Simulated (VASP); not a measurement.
# SiO2 (P4_2/mnm) in VASP: a series of runs

Runs on SiO2. Level: LDA. Tasks: single point.

Program: VASP 6.6.1. These are calculated values, not measurements. Logs are shortened: lines on timing, memory, paths and dates and some standing lists are left out, and cuts for length are marked.

## 1. The cell of the first run

Symmetry: P4_2/mnm, No. 136, tetragonal system. Conventional cell: a = 4.419 Å, b = 4.419 Å, c = 2.729 Å, α = 90.00°, β = 90.00°, γ = 90.00°. Within 2.4 Å of Si (site symmetry mmm) lie 6 O at 1.83 to 1.91 Å. O (site symmetry m2m) has 3 Si at 1.83 to 1.91 Å within 2.4 Å.

## 2. Single point, LDA (volume 8.883 Å^3 an atom, c/a of the conventional cell 0.6176)

File INCAR:

```
PREC = Accurate ; ENCUT = 520
EDIFF = 1E-6 ; ISMEAR = 0
SIGMA = 0.05 ; LREAL = False
LASPH = True ; NELM = 60
ALGO = Normal ; ISIF = 2
LWAVE = False ; LCHARG = False
NBANDS = 25
```

File KPOINTS:

```
Automatic mesh
0
Gamma
  6 6 10
```

File POSCAR:

```
SiO2
1.0
    4.4191072487      0.0000000000      0.0000000000
    0.0000000000      4.4191072487      0.0000000000
    0.0000000000      0.0000000000      2.7292406368
Si O
2 4
Direct
    0.5000000000      0.5000000000      0.5000000000
    0.0000000000      0.0000000000      0.0000000000
    0.6944252994      0.6944252994      0.0000000000
    0.1944252994      0.8055747006      0.5000000000
    0.3055747006      0.3055747006      0.0000000000
    0.8055747006      0.1944252994      0.5000000000
```

Potentials or basis: VASP PAW LDA potentials, release 64 (Si, O).

The run is started by

```sh
> cat potpaw_LDA.64/Si/POTCAR potpaw_LDA.64/O/POTCAR > POTCAR
> mpirun -np 1 vasp_std > vasp.out
```

OUTCAR:

```text
PREC = Accurate
   ENCUT = 520
   EDIFF = 1E-6
   ISMEAR = 0
   LREAL = False
   LASPH = True
   NELM = 60
   ISIF = 2

 ion  position               nearest neighbor table
   1  0.500  0.500  0.500-   3 1.83   5 1.83   3 1.83   5 1.83   4 1.91   6 1.91
   2  0.000  0.000  0.000-   4 1.83   6 1.83   4 1.83   6 1.83   5 1.91   3 1.91
   3  0.694  0.694  0.000-   1 1.83   1 1.83   2 1.91
   4  0.194  0.806  0.500-   2 1.83   2 1.83   1 1.91
   5  0.306  0.306  0.000-   1 1.83   1 1.83   2 1.91
   6  0.806  0.194  0.500-   2 1.83   2 1.83   1 1.91

  LATTYP: Found a simple tetragonal cell.
 ALAT       =     4.4191072487
 C/A-ratio  =     0.6176000000

  Lattice vectors:

 A1 = (   4.4191072487,   0.0000000000,   0.0000000000)
 A2 = (   0.0000000000,   4.4191072487,   0.0000000000)
 A3 = (   0.0000000000,   0.0000000000,   2.7292406368)

Analysis of symmetry for initial positions (statically):
=====================================================================
 Subroutine PRICEL returns:
 Original cell was already a primitive cell.

 Routine SETGRP: Setting up the symmetry group for a
 simple tetragonal supercell.

 Subroutine GETGRP returns: Found 16 space group operations
 (whereof  8 operations were pure point group operations)
 out of a pool of 16 trial point group operations.

The static configuration has the point symmetry D_2h.
 The point group associated with its full space group is D_4h.

Analysis of symmetry for dynamics (positions and initial velocities):
=====================================================================
 Subroutine PRICEL returns:
 Original cell was already a primitive cell.

 Routine SETGRP: Setting up the symmetry group for a
 simple tetragonal supercell.

 Subroutine GETGRP returns: Found 16 space group operations
 (whereof  8 operations were pure point group operations)
 out of a pool of 16 trial point group operations.

The dynamic configuration has the point symmetry D_2h.
 The point group associated with its full space group is D_4h.

 Subroutine INISYM returns: Found 16 space group operations
 (whereof  8 operations are pure point group operations),
 and found     1 'primitive' translations

----------------------------------------------------------------------------------------

                                     Primitive cell

  volume of cell :      53.2980

  direct lattice vectors                    reciprocal lattice vectors
     4.419107249  0.000000000  0.000000000     0.226290050  0.000000000  0.000000000
     0.000000000  4.419107249  0.000000000     0.000000000  0.226290050  0.000000000
     0.000000000  0.000000000  2.729240637     0.000000000  0.000000000  0.366402283

  length of vectors
     4.419107249  4.419107249  2.729240637     0.226290050  0.226290050  0.366402283

  position of ions in fractional coordinates (direct lattice)
     0.500000000  0.500000000  0.500000000
     0.000000000  0.000000000  0.000000000
     0.694425299  0.694425299  0.000000000
     0.194425299  0.805574701  0.500000000
     0.305574701  0.305574701  0.000000000
     0.805574701  0.194425299  0.500000000

  ion indices of the primitive-cell ions
   primitive index   ion index
                 1           1
                 2           2
                 3           3
                 4           4
                 5           5
                 6           6

----------------------------------------------------------------------------------------

 KPOINTS: Automatic mesh

Automatic generation of k-mesh.
 Grid dimensions read from file:
 generate k-points for:    6    6   10

 Generating k-lattice:

  Cartesian coordinates                     Fractional coordinates (reciprocal lattice)
     0.037715008  0.000000000  0.000000000     0.166666667  0.000000000  0.000000000
     0.000000000  0.037715008  0.000000000     0.000000000  0.166666667  0.000000000
     0.000000000  0.000000000  0.036640228     0.000000000  0.000000000  0.100000000

  Length of vectors
     0.037715008  0.037715008  0.036640228

  Shift w.r.t. Gamma in fractional coordinates (k-lattice)
     0.000000000  0.000000000  0.000000000

 Subroutine IBZKPT returns following result:
 ===========================================

 Found     60 irreducible k-points:

 Following reciprocal coordinates:
            Coordinates               Weight
  0.000000  0.000000  0.000000      1.000000
  0.166667  0.000000  0.000000      4.000000
  0.333333  0.000000  0.000000      4.000000
  0.500000  0.000000  0.000000      2.000000
  0.166667  0.166667  0.000000      4.000000
  0.333333  0.166667  0.000000      8.000000
[... 16 lines left out ...]
  0.333333  0.000000  0.200000      8.000000
  0.500000  0.000000  0.200000      4.000000
 [... further k-points ...]
   k-points           NKPTS =     60   k-points in BZ     NKDIM =     60   number of bands    NBANDS=     25
   number of dos      NEDOS =    301   number of ions     NIONS =      6
   total plane-waves  NPLWV =  25920
   dimension x,y,z NGX =    36 NGY =   36 NGZ =   20
   dimension x,y,z NGXF=    72 NGYF=   72 NGZF=   40
   ions per type =               2   4
   NGX,Y,Z   is equivalent  to a cutoff of  13.54, 13.54, 12.18 a.u.
   NGXF,Y,Z  is equivalent  to a cutoff of  27.09, 27.09, 24.37 a.u.
 SYSTEM =  unknown system
   PREC   = accura    normal or accurate (medium, high low for compatibility)
   ISTART =      0    job   : 0-new  1-cont  2-samecut
   ICHARG =      2    charge: 1-file 2-atom 10-const
   ISPIN  =      1    spin polarized calculation?
   LNONCOLLINEAR =      F non collinear calculations
   LSORBIT =      F    spin-orbit coupling
   LASPH  =      T    aspherical Exc in radial PAW
   ENCUT  =  520.0 eV  38.22 Ry    6.18 a.u.   8.22  8.22  5.07*2*pi/ulx,y,z
   NELM   =     60;   NELMIN=  2; NELMDL= -5     # of ELM steps
   EDIFF  = 0.1E-05   stopping-criterion for ELM
   LREAL  =      F    real-space projection
   EDIFFG = 0.1E-04   stopping-criterion for IOM
   NSW    =      0    number of steps for IOM
   IBRION =     -1    ionic relax: 0-MD 1-quasi-New 2-CG
   NFREE  =      0    steps in history (QN), initial steepest desc. (CG)
   ISIF   =      2    stress and relaxation
   ISYM   =      2    0-nonsym 1-usesym 2-fastsym
   POTIM  = 0.5000    time-step for ionic-motion
   TEBEG  =    0.0;   TEEND  =   0.0 temperature during run
   PSTRESS=    0.0 pullay stress
   NELECT =      32.0000    total number of electrons
   NUPDOWN=      -1.0000    fix difference up-down
   EMIN   =  10.00;   EMAX   =-10.00  energy-range for DOS
   EFERMI =   0.00;   METHOD = LEGACY
   ISMEAR =     0;   SIGMA  =   0.05  broadening in eV -4-tet -1-fermi 0-gaus
   EFERMI_NEDOS =   21; number of points for ismear=-14 and -15
   IALGO  =     38    algorithm
   IMIX   =      4    mixing-type and parameters
     AMIX     =   0.40;   BMIX     =  1.00
     AMIX_MAG =   1.60;   BMIX_MAG =  1.00
  volume/ion in A,a.u.               =       8.88        59.95
  Fermi-wavevector in a.u.,A,eV,Ry     =   1.381087  2.609877 25.951788  1.907403
  Thomas-Fermi vector in A             =   2.505904
   LORBIT       =      0    0 simple, 1 ext, 2 COOP (PROOUT), +10 PAW based schemes
   GGA     = CA    functional components
   LHFCALC =     F    Hartree Fock is set to
   AEXX    =    0.0000 exact exchange contribution
   IVDW    =     0    specifies the selected vdW correction
   LEPSILON=     F    determine dielectric tensor
   LRPA    =     F    only Hartree local field effects (RPA)
 non-spin polarized calculation
 Gauss-broadening in eV      SIGMA  =   0.05
  energy-cutoff  :      520.00
  volume of cell :       53.30
 maximum number of plane-waves:      1458
 NGX is ok and might be reduce to    36
   NGX = 17   NGY = 17   NGZ = 11

 number of electron      31.9999960 magnetization

 Free energy of the ion-electron system (eV)
  ---------------------------------------------------
  ext. energy  EPLUGINS =         0.00000000
  ---------------------------------------------------
  free energy    TOTEN  =       -51.07431422 eV

  energy without entropy =      -51.07431422  energy(sigma->0) =      -51.07431422

 E-fermi :   6.5588     XC(G=0): -12.0486

 val. band max:        6.2721279159   @ k =   0.0000   0.0000   0.0000
 cond. band min:       9.7025996526   @ k =   0.0000   0.0000   0.0000
 fundamental gap:      3.4304717367
 Fermi energy:         6.5587598310

 k-point     1 :       0.0000    0.0000    0.0000
  band No.  band energies     occupation
      1     -14.8112      2.00000
      2     -11.7920      2.00000
      3     -11.7920      2.00000
      4     -11.6293      2.00000
      5      -3.9126      2.00000
      6       0.3232      2.00000
[... 17 lines left out ...]
     24      18.3231      0.00000
     25      19.5872      0.00000

 k-point     2 :       0.1667    0.0000    0.0000
  band No.  band energies     occupation
      1     -14.6886      2.00000
      2     -12.3413      2.00000
      3     -11.7325      2.00000
      4     -11.3308      2.00000
      5      -3.7165      2.00000
      6      -0.3441      2.00000
[... 17 lines left out ...]
     24      17.9193      0.00000
     25      19.6667      0.00000

 k-point     3 :       0.3333    0.0000    0.0000
  band No.  band energies     occupation
      1     -14.3308      2.00000
      2     -13.0726      2.00000
      3     -11.5733      2.00000
      4     -11.2522      2.00000
      5      -3.1742      2.00000
      6      -1.3944      2.00000
[... 17 lines left out ...]
     24      18.3793      0.00000
     25      19.5754      0.00000

 k-point     4 :       0.5000    0.0000    0.0000
  band No.  band energies     occupation
      1     -13.7710      2.00000
      2     -13.7710      2.00000
      3     -11.3772      2.00000
      4     -11.3772      2.00000
      5      -2.3744      2.00000
      6      -2.3744      2.00000
[... 17 lines left out ...]
     24      18.5437      0.00000
     25      19.2956      0.00000
[... 477 lines left out ...]
 k-point    22 :       0.1667    0.0000    0.2000
  band No.  band energies     occupation
      1     -14.2175      2.00000
      2     -12.0840      2.00000
      3     -11.5066      2.00000
      4     -11.2464      2.00000
      5      -3.4818      2.00000
      6      -0.0398      2.00000
[... 17 lines left out ...]
     24      18.6168      0.00000
     25      18.9605      0.00000

 k-point    23 :       0.3333    0.0000    0.2000
  band No.  band energies     occupation
      1     -13.8829      2.00000
      2     -12.7304      2.00000
      3     -11.3866      2.00000
      4     -11.1665      2.00000
      5      -2.8603      2.00000
      6      -1.0357      2.00000
[... 17 lines left out ...]
     24      18.4638      0.00000
     25      19.3682      0.00000

 k-point    24 :       0.5000    0.0000    0.2000
  band No.  band energies     occupation
      1     -13.3648      2.00000
      2     -13.3648      2.00000
      3     -11.2454      2.00000
      4     -11.2454      2.00000
      5      -2.0040      2.00000
      6      -2.0040      2.00000
[... 17 lines left out ...]
     24      18.1802      0.00000
     25      19.2599      0.00000

 [... further k-points ...]
[... 5 lines left out ...]
  --------------------------------------------------------------------------------------
  -------------------------------------------------------------------------------------
  Total      -12.1281800    -12.1281800    -10.1814638      0.0000000      0.0000000      0.0000000
  in kB     -364.5820671   -364.5820671   -306.0623369      0.0000000      0.0000000      0.0000000
  external PRESSURE =    -345.0754903 kB  Pullay stress =       0.0000000 kB

 VOLUME and BASIS-vectors are now :
 -----------------------------------------------------------------------------
  energy-cutoff  :      520.00
  volume of cell :       53.30
      direct lattice vectors                 reciprocal lattice vectors
     4.419107249  0.000000000  0.000000000     0.226290050  0.000000000  0.000000000
     0.000000000  4.419107249  0.000000000     0.000000000  0.226290050  0.000000000
     0.000000000  0.000000000  2.729240637     0.000000000  0.000000000  0.366402283

 POSITION                                       TOTAL-FORCE (eV/Angst)
 -----------------------------------------------------------------------------------
      2.20955      2.20955      1.36462        -0.000000      0.000000      0.000000
      0.00000      0.00000      0.00000        -0.000000      0.000000      0.000000
      3.06874      3.06874      0.00000        -0.818313     -0.818313      0.000000
      0.85919      3.55992      1.36462        -0.818313      0.818313      0.000000
      1.35037      1.35037      0.00000         0.818313      0.818313     -0.000000
      3.55992      0.85919      1.36462         0.818313     -0.818313      0.000000
 -----------------------------------------------------------------------------------
    total drift:                                0.000000     -0.000000     -0.000000

  FREE ENERGIE OF THE ION-ELECTRON SYSTEM (eV)
  ---------------------------------------------------
  free  energy   TOTEN  =       -51.0743142209 eV

  energy  without entropy=      -51.0743142209  energy(sigma->0) =      -51.07431422
```

It took 32 s on 1 thread of Intel Xeon 6975P-C (Granite Rapids), shared host; peak memory 0.17 GiB.

What came out:

```
Free energy            : -51.0743 eV
Pressure               : -34.5 GPa
Largest force          : 1.157 eV/Å
Band gap on the k mesh : 3.43 eV, direct
```

Forces on the atoms (eV/Å):
```
Si   0.000  0.000  0.000
Si   0.000  0.000  0.000
O   -0.818 -0.818  0.000
O   -0.818  0.818  0.000
O    0.818  0.818  0.000
O    0.818 -0.818  0.000
```

Stress tensor (GPa, compression positive):
```
-36.46   0.00   0.00
  0.00 -36.46   0.00
  0.00   0.00 -30.61
```

Levels at points of the mesh, in eV from the valence-band top:
```csv
k point,band 12,band 13,band 14,band 15,band 16,band 17,band 18,band 19,band 20,band 21
"(0.00, 0.00, 0.00)",-2.65,-2.26,-0.85,-0.85,0.00,3.43,6.33,7.57,7.57,10.22
"(0.50, 0.00, 0.00)",-3.41,-2.32,-2.32,-0.98,-0.98,6.00,6.00,8.29,8.29,9.66
"(0.50, 0.50, 0.00)",-2.74,-2.37,-2.37,-1.99,-1.99,5.92,5.92,8.97,8.97,11.02
"(0.00, 0.00, 0.50)",-4.30,-2.48,-2.48,-2.26,-2.26,7.06,7.06,10.72,10.72,10.97
"(0.50, 0.00, 0.50)",-3.52,-2.06,-2.06,-1.48,-1.48,7.00,7.00,8.00,8.00,11.46
"(0.50, 0.50, 0.50)",-4.21,-1.60,-1.60,-1.31,-1.31,5.35,5.35,9.59,9.59,10.64
```

Caveat: forces of over 1 eV/Å act on the atoms, so gaps and moduli don't describe the material at rest.

## 3. Single point, LDA (volume 8.883 Å^3 an atom, c/a of the conventional cell 0.6405)

File INCAR:

```
SYSTEM = SiO2
PREC = Accurate
ENCUT = 520
EDIFF = 1E-7
ISMEAR = 0
SIGMA = 0.05
LREAL = .FALSE.
LASPH = .TRUE.
NELM = 100
ALGO = Normal
ISIF = 2
LWAVE = .FALSE.
LCHARG = .TRUE.
GGA = CA
LELF = .TRUE.
LVHAR = .TRUE.
NBANDS = 25
```

File KPOINTS:

```
regular mesh
0
G
  6 6 10
  0 0 0
```

POSCAR, as its differences from that of step 2:

```diff
@@ -2,5 +2,5 @@
 1.0
-    4.4191072487      0.0000000000      0.0000000000
-    0.0000000000      4.4191072487      0.0000000000
-    0.0000000000      0.0000000000      2.7292406368
+    4.3658361094      0.0000000000      0.0000000000
+    0.0000000000      4.3658361094      0.0000000000
+    0.0000000000      0.0000000000      2.7962503753
 Si O
```

Potentials or basis: VASP PAW LDA potentials, release 64 (Si, O).

The run is started by

```sh
> cat potpaw_LDA.64/Si/POTCAR potpaw_LDA.64/O/POTCAR > POTCAR
> mpirun -np 1 vasp_std > vasp.out
```

Run time: 25 s. Hardware: 1 thread of Intel Xeon 6975P-C (Granite Rapids), shared host; peak memory 0.17 GiB.

It converged, with:

```
Free energy            : -51.0683 eV
Pressure               : -35.9 GPa
Largest force          : 0.782 eV/Å
Band gap on the k mesh : 3.31 eV, direct
```

Forces in eV/Å, atoms in the order of the input:
```
Si   0.000  0.000  0.000
Si   0.000  0.000  0.000
O   -0.553 -0.553  0.000
O   -0.553  0.553  0.000
O    0.553  0.553  0.000
O    0.553 -0.553  0.000
```

Stress tensor (GPa, compression positive):
```
-33.56   0.00   0.00
  0.00 -33.56   0.00
  0.00   0.00 -40.64
```

Levels at points of the mesh, in eV from the valence-band top:
| k point | band 14 | band 15 | band 16 | band 17 | band 18 | band 19 |
| --- | --- | --- | --- | --- | --- | --- |
| (0.00, 0.00, 0.00) | -0.82 | -0.82 | 0.00 | 3.31 | 5.80 | 7.15 |
| (0.50, 0.00, 0.00) | -2.46 | -0.94 | -0.94 | 5.81 | 5.81 | 7.81 |
| (0.50, 0.50, 0.00) | -2.46 | -1.90 | -1.90 | 5.66 | 5.66 | 8.58 |
| (0.00, 0.00, 0.50) | -2.58 | -2.27 | -2.27 | 7.11 | 7.11 | 11.01 |
| (0.50, 0.00, 0.50) | -2.02 | -1.49 | -1.49 | 7.05 | 7.05 | 8.27 |
| (0.50, 0.50, 0.50) | -1.54 | -1.31 | -1.31 | 5.42 | 5.42 | 9.73 |

## 4. Single point, LDA (volume 8.883 Å^3 an atom, c/a of the conventional cell 0.6888)

File INCAR:

```
SYSTEM = SiO2
PREC = Accurate
ENCUT = 520
EDIFF = 1E-6
ISMEAR = 0
SIGMA = 0.05
LREAL = .FALSE.
LASPH = .TRUE.
NELM = 80
ALGO = Normal
ISIF = 2
LWAVE = .FALSE.
LCHARG = .FALSE.
NBANDS = 25
```

File KPOINTS:

```
Automatic mesh
0
G
  6 6 10
  0 0 0
```

POSCAR, as its differences from that of step 3:

```diff
@@ -2,5 +2,5 @@
 1.0
-    4.3658361094      0.0000000000      0.0000000000
-    0.0000000000      4.3658361094      0.0000000000
-    0.0000000000      0.0000000000      2.7962503753
+    4.2612720158      0.0000000000      0.0000000000
+    0.0000000000      4.2612720158      0.0000000000
+    0.0000000000      0.0000000000      2.9351641645
 Si O
```

The run is started by

```sh
> cat potpaw_LDA.64/Si/POTCAR potpaw_LDA.64/O/POTCAR > POTCAR
> mpirun -np 1 vasp_std > vasp.out
```

It took 22 s on 1 thread of Intel Xeon 6975P-C (Granite Rapids), shared host; peak memory 0.17 GiB.

The run converged. Its results:

```
Free energy            : -50.7704 eV
Pressure               : -37.3 GPa
Largest force          : 0.066 eV/Å
Band gap on the k mesh : 3.06 eV, direct
```

Forces in eV/Å, atoms in the order of the input:
```
Si   0.000  0.000  0.000
Si   0.000  0.000  0.000
O   -0.046 -0.046  0.000
O   -0.046  0.046  0.000
O    0.046  0.046  0.000
O    0.046 -0.046  0.000
```

Stress tensor (GPa, compression positive):
```
-27.63   0.00   0.00
  0.00 -27.63   0.00
  0.00   0.00 -56.61
```

Levels at points of the mesh, in eV from the valence-band top:
```
           k point  band 12  band 13  band 14  band 15  band 16  band 17  band 18  band 19  band 20  band 21
(0.00, 0.00, 0.00)    -3.03    -2.56    -0.73    -0.73     0.00     3.06     4.93     6.35     6.35     9.12
(0.50, 0.00, 0.00)    -3.32    -2.59    -2.59    -0.86    -0.86     5.44     5.44     7.04     7.04    10.62
(0.50, 0.50, 0.00)    -3.18    -2.63    -2.63    -1.65    -1.65     5.19     5.19     7.97     7.97    11.92
(0.00, 0.00, 0.50)    -4.10    -2.72    -2.72    -2.18    -2.18     7.23     7.23    11.01    11.01    11.53
(0.50, 0.00, 0.50)    -3.45    -1.85    -1.85    -1.41    -1.41     7.19     7.19     8.86     8.86    11.58
(0.50, 0.50, 0.50)    -3.87    -1.34    -1.34    -1.21    -1.21     5.58     5.58    10.07    10.07    10.65
```

## 5. Summary

| cell | gap on the mesh (eV) | pressure (GPa) | largest force (eV/Å) |
| --- | --- | --- | --- |
| a = 4.419, b = 4.419, c = 2.729 Å, 6 atoms | 3.43 | -34.5 | 1.16 |
| a = 4.366, b = 4.366, c = 2.796 Å, 6 atoms | 3.31 | -35.9 | 0.78 |
| a = 4.261, b = 4.261, c = 2.935 Å, 6 atoms | 3.06 | -37.3 | 0.07 |

Alike in all rows: task single point; level LDA; potentials or basis VASP PAW LDA potentials, release 64 (Si, O); no spin polarisation; k mesh 6 × 6 × 10; cutoff (eV) 520; smearing gaussian 0.05 eV.

Caveats: forces of over 1 eV/Å act on the atoms, so gaps and moduli don't describe the material at rest (some runs).

Total energies depend on the potentials used, so only differences within one code and one set of settings carry meaning.
